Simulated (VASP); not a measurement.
# TiC (Fm-3m) in VASP: a series of runs

The runs below take TiC through single point, with r2SCAN.

Program: VASP 6.6.1. These are calculated values, not measurements. Logs are shortened: lines on timing, memory, paths and dates and some standing lists are left out, and cuts for length are marked.

## Step 1: The cell of the first run

The structure is cubic, space group Fm-3m (No. 225). The conventional cell has a = 4.147 Å, b = 4.147 Å, c = 4.147 Å, α = 90.00°, β = 90.00°, γ = 90.00°. Within 2.7 Å of Ti (site symmetry m-3m) lie 6 C at 2.07 Å. C (site symmetry m-3m) has 6 Ti at 2.07 Å within 2.7 Å.

## Step 2: Single point, r2SCAN (volume scaled by 0.88)

File POSCAR:

```
TiC
1.0
    0.0000000000      2.0736366261      2.0736366261
    2.0736366261      0.0000000000      2.0736366261
    2.0736366261      2.0736366261      0.0000000000
Ti C
1 1
Direct
    0.0000000000      0.0000000000      0.0000000000
    0.5000000000      0.5000000000      0.5000000000
```

File INCAR.step1:

```
PREC = Accurate ; ENCUT = 520
ISMEAR = 0 ; SIGMA = 0.1
LREAL = False ; LASPH = True
NELM = 80 ; NBANDS = 15
GGA = PE ; ALGO = Normal
EDIFF = 1E-4 ; LWAVE = True
LCHARG = False
```

File INCAR.step2:

```
PREC = Accurate ; ENCUT = 520
EDIFF = 1E-6 ; ISMEAR = 0
SIGMA = 0.1 ; LREAL = False
LASPH = True ; NELM = 80
ALGO = Normal ; ISIF = 2
LWAVE = False ; LCHARG = False
METAGGA = R2SCAN ; LMIXTAU = True
NBANDS = 15 ; ISTART = 1
```

File KPOINTS:

```
Automatic mesh
0
Gamma
  16 16 16
```

Potentials or basis: VASP PAW PBE potentials, release 64 (Ti_sv, C).

Command:

```sh
$ cat potpaw_PBE.64/Ti_sv/POTCAR potpaw_PBE.64/C/POTCAR > POTCAR
$ cp INCAR.step1 INCAR
$ mpirun -np 1 vasp_std > vasp.out
$ cp INCAR.step2 INCAR
$ mpirun -np 1 vasp_std > vasp.out
```

OUTCAR:

```text
PREC = Accurate
   ENCUT = 520
   EDIFF = 1E-6
   ISMEAR = 0
   LREAL = False
   LASPH = True
   NELM = 80
   ISIF = 2
   METAGGA = R2SCAN
   ISTART = 1

 ion  position               nearest neighbor table
   1  0.000  0.000  0.000-   2 2.07   2 2.07   2 2.07   2 2.07   2 2.07   2 2.07
   2  0.500  0.500  0.500-   1 2.07   1 2.07   1 2.07   1 2.07   1 2.07   1 2.07

  LATTYP: Found a face centered cubic cell.
 ALAT       =     4.1472732522

  Lattice vectors:

 A1 = (   0.0000000000,   2.0736366261,   2.0736366261)
 A2 = (   2.0736366261,   0.0000000000,   2.0736366261)
 A3 = (   2.0736366261,   2.0736366261,   0.0000000000)

Analysis of symmetry for initial positions (statically):
=====================================================================
 Subroutine PRICEL returns:
 Original cell was already a primitive cell.

 Routine SETGRP: Setting up the symmetry group for a
 face centered cubic supercell.

 Subroutine GETGRP returns: Found 48 space group operations
 (whereof 48 operations were pure point group operations)
 out of a pool of 48 trial point group operations.

The static configuration has the point symmetry O_h .

Analysis of symmetry for dynamics (positions and initial velocities):
=====================================================================
 Subroutine PRICEL returns:
 Original cell was already a primitive cell.

 Routine SETGRP: Setting up the symmetry group for a
 face centered cubic supercell.

 Subroutine GETGRP returns: Found 48 space group operations
 (whereof 48 operations were pure point group operations)
 out of a pool of 48 trial point group operations.

The dynamic configuration has the point symmetry O_h .

 Subroutine INISYM returns: Found 48 space group operations
 (whereof 48 operations are pure point group operations),
 and found     1 'primitive' translations

----------------------------------------------------------------------------------------

                                     Primitive cell

  volume of cell :      17.8331

  direct lattice vectors                    reciprocal lattice vectors
     0.000000000  2.073636626  2.073636626    -0.241122284  0.241122284  0.241122284
     2.073636626  0.000000000  2.073636626     0.241122284 -0.241122284  0.241122284
     2.073636626  2.073636626  0.000000000     0.241122284  0.241122284 -0.241122284

  length of vectors
     2.932565040  2.932565040  2.932565040     0.417636047  0.417636047  0.417636047

  position of ions in fractional coordinates (direct lattice)
     0.000000000  0.000000000  0.000000000
     0.500000000  0.500000000  0.500000000

  ion indices of the primitive-cell ions
   primitive index   ion index
                 1           1
                 2           2

----------------------------------------------------------------------------------------

 KPOINTS: Automatic mesh

Automatic generation of k-mesh.
 Grid dimensions read from file:
 generate k-points for:   16   16   16

 Generating k-lattice:

  Cartesian coordinates                     Fractional coordinates (reciprocal lattice)
    -0.015070143  0.015070143  0.015070143     0.062500000  0.000000000  0.000000000
     0.015070143 -0.015070143  0.015070143     0.000000000  0.062500000  0.000000000
     0.015070143  0.015070143 -0.015070143     0.000000000  0.000000000  0.062500000

  Length of vectors
     0.026102253  0.026102253  0.026102253

  Shift w.r.t. Gamma in fractional coordinates (k-lattice)
     0.000000000  0.000000000  0.000000000

 Subroutine IBZKPT returns following result:
 ===========================================

 Found    145 irreducible k-points:

 Following reciprocal coordinates:
            Coordinates               Weight
  0.000000  0.000000  0.000000      1.000000
  0.062500  0.000000  0.000000      8.000000
  0.125000  0.000000  0.000000      8.000000
  0.187500  0.000000  0.000000      8.000000
  0.250000  0.000000  0.000000      8.000000
  0.312500  0.000000  0.000000      8.000000
[... 16 lines left out ...]
 -0.125000  0.062500  0.000000     24.000000
 -0.062500  0.062500  0.000000     12.000000
 [... further k-points ...]
   k-points           NKPTS =    145   k-points in BZ     NKDIM =    145   number of bands    NBANDS=     15
   number of dos      NEDOS =    301   number of ions     NIONS =      2
   total plane-waves  NPLWV =  13824
   dimension x,y,z NGX =    24 NGY =   24 NGZ =   24
   dimension x,y,z NGXF=    48 NGYF=   48 NGZF=   48
   ions per type =               1   1
   NGX,Y,Z   is equivalent  to a cutoff of  13.61, 13.61, 13.61 a.u.
   NGXF,Y,Z  is equivalent  to a cutoff of  27.21, 27.21, 27.21 a.u.
 SYSTEM =  unknown system
   PREC   = accura    normal or accurate (medium, high low for compatibility)
   ISTART =      1    job   : 0-new  1-cont  2-samecut
   ICHARG =      0    charge: 1-file 2-atom 10-const
   ISPIN  =      1    spin polarized calculation?
   LNONCOLLINEAR =      F non collinear calculations
   LSORBIT =      F    spin-orbit coupling
   LASPH  =      T    aspherical Exc in radial PAW
   ENCUT  =  520.0 eV  38.22 Ry    6.18 a.u.   5.45  5.45  5.45*2*pi/ulx,y,z
   NELM   =     80;   NELMIN=  2; NELMDL=  0     # of ELM steps
   EDIFF  = 0.1E-05   stopping-criterion for ELM
   LREAL  =      F    real-space projection
   EDIFFG = 0.1E-04   stopping-criterion for IOM
   NSW    =      0    number of steps for IOM
   IBRION =     -1    ionic relax: 0-MD 1-quasi-New 2-CG
   NFREE  =      0    steps in history (QN), initial steepest desc. (CG)
   ISIF   =      2    stress and relaxation
   ISYM   =      2    0-nonsym 1-usesym 2-fastsym
   POTIM  = 0.5000    time-step for ionic-motion
   TEBEG  =    0.0;   TEEND  =   0.0 temperature during run
   PSTRESS=    0.0 pullay stress
   NELECT =      16.0000    total number of electrons
   NUPDOWN=      -1.0000    fix difference up-down
   EMIN   =  10.00;   EMAX   =-10.00  energy-range for DOS
   EFERMI =   0.00;   METHOD = LEGACY
   ISMEAR =     0;   SIGMA  =   0.10  broadening in eV -4-tet -1-fermi 0-gaus
   EFERMI_NEDOS =   21; number of points for ismear=-14 and -15
   IALGO  =     38    algorithm
   IMIX   =      4    mixing-type and parameters
     AMIX     =   0.40;   BMIX     =  1.00
     AMIX_MAG =   1.60;   BMIX_MAG =  1.00
  volume/ion in A,a.u.               =       8.92        60.17
  Fermi-wavevector in a.u.,A,eV,Ry     =   1.578964  2.983809 33.921048  2.493127
  Thomas-Fermi vector in A             =   2.679415
   LORBIT       =      0    0 simple, 1 ext, 2 COOP (PROOUT), +10 PAW based schemes
   METAGGA = R2SCAN    functional components
   LHFCALC =     F    Hartree Fock is set to
   AEXX    =    0.0000 exact exchange contribution
   IVDW    =     0    specifies the selected vdW correction
   LEPSILON=     F    determine dielectric tensor
   LRPA    =     F    only Hartree local field effects (RPA)
 non-spin polarized calculation
 Gauss-broadening in eV      SIGMA  =   0.10
  energy-cutoff  :      520.00
  volume of cell :       17.83
 maximum number of plane-waves:       531
 NGX is ok and might be reduce to    24
   NGX = 11   NGY = 11   NGZ = 11

 number of electron      15.9999999 magnetization

 Free energy of the ion-electron system (eV)
  ---------------------------------------------------
  ext. energy  EPLUGINS =         0.00000000
  ---------------------------------------------------
  free energy    TOTEN  =       -24.55505562 eV

  energy without entropy =      -24.55327498  energy(sigma->0) =      -24.55416530

 E-fermi :  11.0894     XC(G=0): -14.3651

 val. band max:       11.0881200046   @ k =   0.1250   0.1250   0.0000
 cond. band min:      11.0933814909   @ k =   0.5000   0.5000   0.0000
 fundamental gap:      0.0052614864
 Fermi energy:        11.0894402607

 k-point     1 :       0.0000    0.0000    0.0000
  band No.  band energies     occupation
      1     -47.4735      2.00000
      2     -22.3626      2.00000
      3     -22.3626      2.00000
      4     -22.3626      2.00000
      5      -2.7110      2.00000
      6      12.0102      0.00000
      7      12.0102      0.00000
      8      12.0103      0.00000
      9      12.9375      0.00000
     10      12.9375      0.00000
     11      12.9375      0.00000
     12      13.1183      0.00000
     13      13.1183      0.00000
     14      24.3855      0.00000
     15      26.4498      0.00000

 k-point     2 :       0.0625    0.0000    0.0000
  band No.  band energies     occupation
      1     -47.4684      2.00000
      2     -22.3960      2.00000
      3     -22.3653      2.00000
      4     -22.3653      2.00000
      5      -2.6033      2.00000
      6      11.4135      0.00000
      7      11.6484      0.00000
      8      11.6484      0.00000
      9      12.3226      0.00000
     10      12.3226      0.00000
     11      13.3196      0.00000
     12      14.2590      0.00000
     13      14.2590      0.00000
     14      24.5463      0.00000
     15      26.5400      0.00000

 k-point     3 :       0.1250    0.0000    0.0000
  band No.  band energies     occupation
      1     -47.4539      2.00000
      2     -22.4902      2.00000
      3     -22.3730      2.00000
      4     -22.3730      2.00000
      5      -2.2881      2.00000
      6      10.3575      2.00000
      7      10.6574      2.00000
      8      10.6574      2.00000
      9      12.4902      0.00000
     10      12.4902      0.00000
     11      13.7982      0.00000
     12      15.5597      0.00000
     13      15.5597      0.00000
     14      24.9097      0.00000
     15      26.7218      0.00000
[... 343 lines left out ...]
 k-point    23 :      -0.1250    0.0625    0.0000
  band No.  band energies     occupation
      1     -47.4433      2.00000
      2     -22.5445      2.00000
      3     -22.4035      2.00000
      4     -22.3676      2.00000
      5      -2.0549      2.00000
      6       9.7496      2.00000
      7      10.0054      2.00000
      8      10.3705      2.00000
      9      12.3874      0.00000
     10      13.0088      0.00000
     11      14.1621      0.00000
     12      15.4330      0.00000
     13      16.7388      0.00000
     14      25.1455      0.00000
     15      26.7977      0.00000

 k-point    24 :      -0.0625    0.0625    0.0000
  band No.  band energies     occupation
      1     -47.4602      2.00000
      2     -22.4418      2.00000
      3     -22.3836      2.00000
      4     -22.3634      2.00000
      5      -2.4277      2.00000
      6      10.8017      1.99995
      7      10.9261      1.97915
      8      11.0742      1.17083
      9      12.1479      0.00000
     10      12.7785      0.00000
     11      13.7316      0.00000
     12      14.4668      0.00000
     13      15.4593      0.00000
     14      24.7912      0.00000
     15      26.6556      0.00000

 [... further k-points ...]
[... 5 lines left out ...]
  --------------------------------------------------------------------------------------
  -------------------------------------------------------------------------------------
  Total        4.9398437      4.9398437      4.9398437      0.0000000     -0.0000000      0.0000000
  in kB      443.8087153    443.8087153    443.8087153      0.0000000     -0.0000000      0.0000000
  external PRESSURE =     443.8087153 kB  Pullay stress =       0.0000000 kB

 VOLUME and BASIS-vectors are now :
 -----------------------------------------------------------------------------
  energy-cutoff  :      520.00
  volume of cell :       17.83
      direct lattice vectors                 reciprocal lattice vectors
     0.000000000  2.073636626  2.073636626    -0.241122284  0.241122284  0.241122284
     2.073636626  0.000000000  2.073636626     0.241122284 -0.241122284  0.241122284
     2.073636626  2.073636626  0.000000000     0.241122284  0.241122284 -0.241122284

 POSITION                                       TOTAL-FORCE (eV/Angst)
 -----------------------------------------------------------------------------------
      0.00000      0.00000      0.00000        -0.000000     -0.000000      0.000000
      2.07364      2.07364      2.07364         0.000000      0.000000     -0.000000
 -----------------------------------------------------------------------------------
    total drift:                                0.000000     -0.000000     -0.000000

  FREE ENERGIE OF THE ION-ELECTRON SYSTEM (eV)
  ---------------------------------------------------
  free  energy   TOTEN  =       -24.5550556245 eV

  energy  without entropy=      -24.5532749763  energy(sigma->0) =      -24.55416530
```

Wall time 1.8 min (1 thread of AMD EPYC 9R45 (Zen 5), shared host); peak memory 0.14 GiB.

Results:

* Free energy: -24.5551 eV
* Pressure: 44.4 GPa
* Band gap on the k mesh: zero (band 8 reaches 12.01 eV, above the bottom of band 9 at 10.62 eV)

Caveat: the PAW data sets were made with another functional, which shifts forces and pressure a little.

## Step 3: Single point, r2SCAN (volume scaled by 0.91)

File POSCAR:

```
TiC
1.0
    0.0000000000      2.0969378643      2.0969378643
    2.0969378643      0.0000000000      2.0969378643
    2.0969378643      2.0969378643      0.0000000000
Ti C
1 1
Direct
    0.0000000000      0.0000000000      0.0000000000
    0.5000000000      0.5000000000      0.5000000000
```

File INCAR.step1:

```
SYSTEM = TiC
PREC = Accurate
ENCUT = 520
ISMEAR = 0
SIGMA = 0.1
LREAL = .False.
LASPH = .True.
NELM = 80
NBANDS = 15
GGA = PE
ALGO = Normal
EDIFF = 1E-4
LWAVE = .True.
LCHARG = .False.
```

File INCAR.step2:

```
SYSTEM = TiC
PREC = Accurate
ENCUT = 520
EDIFF = 1E-7
ISMEAR = 0
SIGMA = 0.1
LREAL = .False.
LASPH = .True.
NELM = 80
ALGO = Normal
ISIF = 2
LWAVE = .False.
LCHARG = .False.
METAGGA = R2SCAN
LMIXTAU = .True.
NBANDS = 15
ISTART = 1
```

File KPOINTS:

```
Automatic mesh
0
Gamma
  16 16 16
  0 0 0
```

Potentials or basis: VASP PAW PBE potentials, release 64 (Ti_sv, C).

Command:

```sh
$ cat potpaw_PBE.64/Ti_sv/POTCAR potpaw_PBE.64/C/POTCAR > POTCAR
$ cp INCAR.step1 INCAR
$ mpirun -np 1 vasp_std > vasp.out
$ cp INCAR.step2 INCAR
$ mpirun -np 1 vasp_std > vasp.out
```

It took 2.3 min on 1 thread of AMD EPYC 9R45 (Zen 5), shared host; peak memory 0.14 GiB.

Results (log left out):

```yaml
Free_energy: -24.6980 eV
Pressure: 31.0 GPa
Band_gap_on_the_k_mesh: zero (band 8 reaches 11.57 eV, above the bottom of band 9 at 10.20 eV)
```

Levels at points of the mesh, in eV from the Fermi level:
| k point | band 4 | band 5 | band 6 | band 7 | band 8 | band 9 | band 10 | band 11 | band 12 | band 13 |
| --- | --- | --- | --- | --- | --- | --- | --- | --- | --- | --- |
| (0.00, 0.00, 0.00) | -33.58 | -13.65 | 0.91 | 0.91 | 0.91 | 1.80 | 1.80 | 1.80 | 1.95 | 1.95 |
| (0.50, 0.00, 0.00) | -33.65 | -9.65 | -6.54 | -3.46 | -3.46 | 3.57 | 3.57 | 5.00 | 9.26 | 9.55 |
| (0.50, 0.50, 0.00) | -33.82 | -11.35 | -3.72 | -1.82 | -0.04 | -0.04 | 3.13 | 4.30 | 4.30 | 6.97 |

Caveat: the PAW data sets were made with another functional, which shifts forces and pressure a little.
